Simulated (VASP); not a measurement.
# BaTiO3 (P4mm) in VASP: a series of runs

The runs below take BaTiO3 through single point, relaxation of cell and atoms, with r2SCAN.

All numbers are computed with VASP 6.6.1; they aren't measurements. Logs are shortened: lines on timing, memory, paths and dates and some standing lists are left out, and cuts for length are marked.

## 1. The cell of the first run

Symmetry: P4mm, No. 99, tetragonal system. The conventional cell has a = 4.000 Å, b = 4.000 Å, c = 4.018 Å, α = 90.00°, β = 90.00°, γ = 90.00°. Ba (site symmetry 4mm) has 12 O at 2.79 to 2.88 Å and 8 Ti at 3.43 to 3.51 Å within 3.7 Å. Ti (site symmetry 4mm) has 6 O at 1.84 to 2.18 Å within 2.4 Å. Within 2.4 Å of O (site symmetry 4mm) lie 2 Ti at 1.84 to 2.18 Å. O (site symmetry 2mm) has 2 Ti at 2.00 Å and 4 Ba at 2.79 to 2.88 Å and 8 O at 2.80 to 2.87 Å within 2.9 Å.

## 2. Single point, r2SCAN

File POSCAR:

```
BaTiO3
1.0
    3.9998000000      0.0000000000      0.0000000000
    0.0000000000      3.9998000000      0.0000000000
    0.0000000000      0.0000000000      4.0180000000
Ba Ti O
1 1 3
Direct
    0.0000000000      0.0000000000      0.0002284295
    0.5000000000      0.5000000000      0.4849139045
    0.5000000000      0.5000000000      0.0268972145
    0.5000000000      0.0000000000      0.5154802258
    0.0000000000      0.5000000000      0.5154802258
```

File INCAR.step1:

```
PREC = Accurate
ENCUT = 910
ISMEAR = 0
SIGMA = 0.02
LREAL = F
LASPH = T
NELM = 120
NBANDS = 28
GGA = PE
ALGO = Normal
EDIFF = 1E-5
LWAVE = T
LCHARG = F
GGA_COMPAT = F
```

File INCAR.step2:

```
PREC = Accurate
ENCUT = 910
EDIFF = 1E-6
ISMEAR = 0
SIGMA = 0.02
LREAL = F
LASPH = T
NELM = 120
ALGO = Normal
ISIF = 2
LWAVE = F
LCHARG = F
METAGGA = R2SCAN
LMIXTAU = T
NBANDS = 28
ISTART = 1
GGA_COMPAT = F
```

File KPOINTS:

```
Automatic mesh
0
Gamma
  8 8 8
```

Potentials or basis: VASP PAW PBE potentials, release 64 (Ba_sv, Ti_sv, O_h).

The run is started by

```
$ cat potpaw_PBE.64/Ba_sv/POTCAR potpaw_PBE.64/Ti_sv/POTCAR potpaw_PBE.64/O_h/POTCAR > POTCAR
$ cp INCAR.step1 INCAR
$ mpirun -np 1 vasp_std > vasp.out
$ cp INCAR.step2 INCAR
$ mpirun -np 1 vasp_std > vasp.out
```

OUTCAR:

```text
PREC = Accurate
   ENCUT = 910
   EDIFF = 1E-6
   ISMEAR = 0
   LREAL = F
   LASPH = T
   NELM = 120
   ISIF = 2
   METAGGA = R2SCAN
   ISTART = 1

 ion  position               nearest neighbor table
   1  0.000  0.000  0.000-   4 2.79   5 2.79   5 2.79   4 2.79   3 2.83   3 2.83   3 2.83   3 2.83
                             4 2.88   5 2.88   5 2.88   4 2.88   2 3.43   2 3.43   2 3.43   2 3.43
   2  0.500  0.500  0.485-   3 1.84   4 2.00   5 2.00   4 2.00   5 2.00   3 2.18   1 3.43   1 3.43
                             1 3.43   1 3.43   1 3.51   1 3.51   1 3.51   1 3.51
   3  0.500  0.500  0.027-   2 1.84   2 2.18   1 2.83   1 2.83   1 2.83   1 2.83
   4  0.500  0.000  0.515-   2 2.00   2 2.00   1 2.79   1 2.79   1 2.88   1 2.88
   5  0.000  0.500  0.515-   2 2.00   2 2.00   1 2.79   1 2.79   1 2.88   1 2.88

  LATTYP: Found a simple tetragonal cell.
 ALAT       =     3.9998000000
 C/A-ratio  =     1.0045502275

  Lattice vectors:

 A1 = (   3.9998000000,   0.0000000000,   0.0000000000)
 A2 = (   0.0000000000,   3.9998000000,   0.0000000000)
 A3 = (   0.0000000000,   0.0000000000,   4.0180000000)

Analysis of symmetry for initial positions (statically):
=====================================================================
 Subroutine PRICEL returns:
 Original cell was already a primitive cell.

 Routine SETGRP: Setting up the symmetry group for a
 simple tetragonal supercell.

 Subroutine GETGRP returns: Found  8 space group operations
 (whereof  8 operations were pure point group operations)
 out of a pool of 16 trial point group operations.

The static configuration has the point symmetry C_4v.

Analysis of symmetry for dynamics (positions and initial velocities):
=====================================================================
 Subroutine PRICEL returns:
 Original cell was already a primitive cell.

 Routine SETGRP: Setting up the symmetry group for a
 simple tetragonal supercell.

 Subroutine GETGRP returns: Found  8 space group operations
 (whereof  8 operations were pure point group operations)
 out of a pool of 16 trial point group operations.

The dynamic configuration has the point symmetry C_4v.

 Subroutine INISYM returns: Found  8 space group operations
 (whereof  8 operations are pure point group operations),
 and found     1 'primitive' translations

----------------------------------------------------------------------------------------

                                     Primitive cell

  volume of cell :      64.2816

  direct lattice vectors                    reciprocal lattice vectors
     3.999800000  0.000000000  0.000000000     0.250012501  0.000000000  0.000000000
     0.000000000  3.999800000  0.000000000     0.000000000  0.250012501  0.000000000
     0.000000000  0.000000000  4.018000000     0.000000000  0.000000000  0.248880040

  length of vectors
     3.999800000  3.999800000  4.018000000     0.250012501  0.250012501  0.248880040

  position of ions in fractional coordinates (direct lattice)
     0.000000000  0.000000000  0.000228429
     0.500000000  0.500000000  0.484913904
     0.500000000  0.500000000  0.026897215
     0.500000000  0.000000000  0.515480226
     0.000000000  0.500000000  0.515480226

  ion indices of the primitive-cell ions
   primitive index   ion index
                 1           1
                 2           2
                 3           3
                 4           4
                 5           5

----------------------------------------------------------------------------------------

 KPOINTS: Automatic mesh

Automatic generation of k-mesh.
 Grid dimensions read from file:
 generate k-points for:    8    8    8

 Generating k-lattice:

  Cartesian coordinates                     Fractional coordinates (reciprocal lattice)
     0.031251563  0.000000000  0.000000000     0.125000000  0.000000000  0.000000000
     0.000000000  0.031251563  0.000000000     0.000000000  0.125000000  0.000000000
     0.000000000  0.000000000  0.031110005     0.000000000  0.000000000  0.125000000

  Length of vectors
     0.031251563  0.031251563  0.031110005

  Shift w.r.t. Gamma in fractional coordinates (k-lattice)
     0.000000000  0.000000000  0.000000000

 Subroutine IBZKPT returns following result:
 ===========================================

 Found     75 irreducible k-points:

 Following reciprocal coordinates:
            Coordinates               Weight
  0.000000  0.000000  0.000000      1.000000
  0.125000  0.000000  0.000000      4.000000
  0.250000  0.000000  0.000000      4.000000
  0.375000  0.000000  0.000000      4.000000
  0.500000  0.000000  0.000000      2.000000
  0.125000  0.125000  0.000000      4.000000
[... 16 lines left out ...]
  0.375000  0.125000  0.125000     16.000000
  0.500000  0.125000  0.125000      8.000000
 [... further k-points ...]
   k-points           NKPTS =     75   k-points in BZ     NKDIM =     75   number of bands    NBANDS=     28
   number of dos      NEDOS =    301   number of ions     NIONS =      5
   total plane-waves  NPLWV =  64000
   dimension x,y,z NGX =    40 NGY =   40 NGZ =   40
   dimension x,y,z NGXF=    80 NGYF=   80 NGZF=   80
   ions per type =               1   1   3
   NGX,Y,Z   is equivalent  to a cutoff of  16.63, 16.63, 16.55 a.u.
   NGXF,Y,Z  is equivalent  to a cutoff of  33.25, 33.25, 33.10 a.u.
 SYSTEM =  unknown system
   PREC   = accura    normal or accurate (medium, high low for compatibility)
   ISTART =      1    job   : 0-new  1-cont  2-samecut
   ICHARG =      0    charge: 1-file 2-atom 10-const
   ISPIN  =      1    spin polarized calculation?
   LNONCOLLINEAR =      F non collinear calculations
   LSORBIT =      F    spin-orbit coupling
   LASPH  =      T    aspherical Exc in radial PAW
   ENCUT  =  910.0 eV  66.88 Ry    8.18 a.u.   9.84  9.84  9.88*2*pi/ulx,y,z
   NELM   =    120;   NELMIN=  2; NELMDL=  0     # of ELM steps
   EDIFF  = 0.1E-05   stopping-criterion for ELM
   LREAL  =      F    real-space projection
   EDIFFG = 0.1E-04   stopping-criterion for IOM
   NSW    =      0    number of steps for IOM
   IBRION =     -1    ionic relax: 0-MD 1-quasi-New 2-CG
   NFREE  =      0    steps in history (QN), initial steepest desc. (CG)
   ISIF   =      2    stress and relaxation
   ISYM   =      2    0-nonsym 1-usesym 2-fastsym
   POTIM  = 0.5000    time-step for ionic-motion
   TEBEG  =    0.0;   TEEND  =   0.0 temperature during run
   PSTRESS=    0.0 pullay stress
   NELECT =      40.0000    total number of electrons
   NUPDOWN=      -1.0000    fix difference up-down
   EMIN   =  10.00;   EMAX   =-10.00  energy-range for DOS
   EFERMI =   0.00;   METHOD = LEGACY
   ISMEAR =     0;   SIGMA  =   0.02  broadening in eV -4-tet -1-fermi 0-gaus
   EFERMI_NEDOS =   21; number of points for ismear=-14 and -15
   IALGO  =     38    algorithm
   IMIX   =      4    mixing-type and parameters
     AMIX     =   0.40;   BMIX     =  1.00
     AMIX_MAG =   1.60;   BMIX_MAG =  1.00
  volume/ion in A,a.u.               =      12.86        86.76
  Fermi-wavevector in a.u.,A,eV,Ry     =   1.397653  2.641181 26.578078  1.953434
  Thomas-Fermi vector in A             =   2.520888
   LORBIT       =      0    0 simple, 1 ext, 2 COOP (PROOUT), +10 PAW based schemes
   METAGGA = R2SCAN    functional components
   LHFCALC =     F    Hartree Fock is set to
   AEXX    =    0.0000 exact exchange contribution
   IVDW    =     0    specifies the selected vdW correction
   LEPSILON=     F    determine dielectric tensor
   LRPA    =     F    only Hartree local field effects (RPA)
 non-spin polarized calculation
 Gauss-broadening in eV      SIGMA  =   0.02
  energy-cutoff  :      910.00
  volume of cell :       64.28
 maximum number of plane-waves:      4032
 NGX is ok and might be reduce to    40
   NGX = 19   NGY = 19   NGZ = 19

 number of electron      40.0000006 magnetization

 Free energy of the ion-electron system (eV)
  ---------------------------------------------------
  ext. energy  EPLUGINS =         0.00000000
  ---------------------------------------------------
  free energy    TOTEN  =       -74.28409516 eV

  energy without entropy =      -74.28409516  energy(sigma->0) =      -74.28409516

 E-fermi :   4.1985     XC(G=0): -11.8985

 val. band max:        3.9337043803   @ k =   0.5000   0.5000   0.5000
 cond. band min:       6.1352175275   @ k =   0.0000   0.0000   0.0000
 fundamental gap:      2.2015131473
 Fermi energy:         4.1985082728

 k-point     1 :       0.0000    0.0000    0.0000
  band No.  band energies     occupation
      1     -54.8516      2.00000
      2     -30.0845      2.00000
      3     -30.0075      2.00000
      4     -30.0075      2.00000
      5     -21.6330      2.00000
      6     -13.9982      2.00000
[... 20 lines left out ...]
     27       9.4980      0.00000
     28      12.1109      0.00000

 k-point     2 :       0.1250    0.0000    0.0000
  band No.  band energies     occupation
      1     -54.8515      2.00000
      2     -30.0842      2.00000
      3     -30.0161      2.00000
      4     -30.0072      2.00000
      5     -21.6146      2.00000
      6     -14.0139      2.00000
[... 20 lines left out ...]
     27       9.7968      0.00000
     28      12.4828      0.00000

 k-point     3 :       0.2500    0.0000    0.0000
  band No.  band energies     occupation
      1     -54.8511      2.00000
      2     -30.0835      2.00000
      3     -30.0368      2.00000
      4     -30.0065      2.00000
      5     -21.5694      2.00000
      6     -14.0901      2.00000
[... 20 lines left out ...]
     27      10.5998      0.00000
     28      12.9033      0.00000

 k-point     4 :       0.3750    0.0000    0.0000
  band No.  band energies     occupation
      1     -54.8507      2.00000
      2     -30.0827      2.00000
      3     -30.0574      2.00000
      4     -30.0058      2.00000
      5     -21.5233      2.00000
      6     -14.1978      2.00000
[... 578 lines left out ...]
     27      11.0721      0.00000
     28      12.9353      0.00000

 k-point    23 :       0.3750    0.1250    0.1250
  band No.  band energies     occupation
      1     -54.8504      2.00000
      2     -30.0905      2.00000
      3     -30.0565      2.00000
      4     -30.0139      2.00000
      5     -21.4988      2.00000
      6     -14.0725      2.00000
[... 20 lines left out ...]
     27      12.0250      0.00000
     28      13.2138      0.00000

 k-point    24 :       0.5000    0.1250    0.1250
  band No.  band energies     occupation
      1     -54.8502      2.00000
      2     -30.0902      2.00000
      3     -30.0649      2.00000
      4     -30.0136      2.00000
      5     -21.4813      2.00000
      6     -14.1079      2.00000
[... 20 lines left out ...]
     27      12.4450      0.00000
     28      13.3424      0.00000

 [... further k-points ...]

------------------------ aborting loop because EDIFF is reached ----------------------------------------

  FORCE on cell =-STRESS in cart. coord.  units (eV):
  Direction    XX          YY          ZZ          XY          YZ          ZX
  --------------------------------------------------------------------------------------
  -------------------------------------------------------------------------------------
  Total        0.3732311      0.3732311      1.5549902      0.0000000      0.0000000      0.0000000
  in kB        9.3025471      9.3025471     38.7571437      0.0000000      0.0000000      0.0000000
  external PRESSURE =      19.1207459 kB  Pullay stress =       0.0000000 kB

 VOLUME and BASIS-vectors are now :
 -----------------------------------------------------------------------------
  energy-cutoff  :      910.00
  volume of cell :       64.28
      direct lattice vectors                 reciprocal lattice vectors
     3.999800000  0.000000000  0.000000000     0.250012501  0.000000000  0.000000000
     0.000000000  3.999800000  0.000000000     0.000000000  0.250012501  0.000000000
     0.000000000  0.000000000  4.018000000     0.000000000  0.000000000  0.248880040

 POSITION                                       TOTAL-FORCE (eV/Angst)
 -----------------------------------------------------------------------------------
      0.00000      0.00000      0.00092         0.000000     -0.000000      0.022987
      1.99990      1.99990      1.94838        -0.000000     -0.000000      0.108688
      1.99990      1.99990      0.10807        -0.000000     -0.000000     -0.110720
      1.99990      0.00000      2.07120        -0.000000      0.000000     -0.010477
      0.00000      1.99990      2.07120        -0.000000     -0.000000     -0.010477
 -----------------------------------------------------------------------------------
    total drift:                                0.000000      0.000000      0.003230

  FREE ENERGIE OF THE ION-ELECTRON SYSTEM (eV)
  ---------------------------------------------------
  free  energy   TOTEN  =       -74.2840951624 eV

  energy  without entropy=      -74.2840951624  energy(sigma->0) =      -74.28409516
```

It took 6.5 min on 1 thread of Intel Xeon 6975P-C (Granite Rapids), shared host; peak memory 0.48 GiB.

Results:

* Free energy: -74.2841 eV
* Pressure: 1.9 GPa
* Largest force: 0.111 eV/Å
* Band gap on the k mesh: 2.20 eV (least direct gap 2.56 eV)

Forces in eV/Å, atoms in the order of the input:
```
Ba   0.000  0.000  0.023
Ti   0.000  0.000  0.109
O    0.000  0.000 -0.111
O    0.000  0.000 -0.010
O    0.000  0.000 -0.010
```

Caveat: the cutoff is under 1.25 times the usual one of these potentials, so pressure, stress and relaxed cells hold a basis-set (Pulay) error; the PAW data sets were made with another functional, which shifts forces and pressure a little; spin-orbit coupling is left out, which moves the levels of the heavy elements.

[end of part 1 of 2]
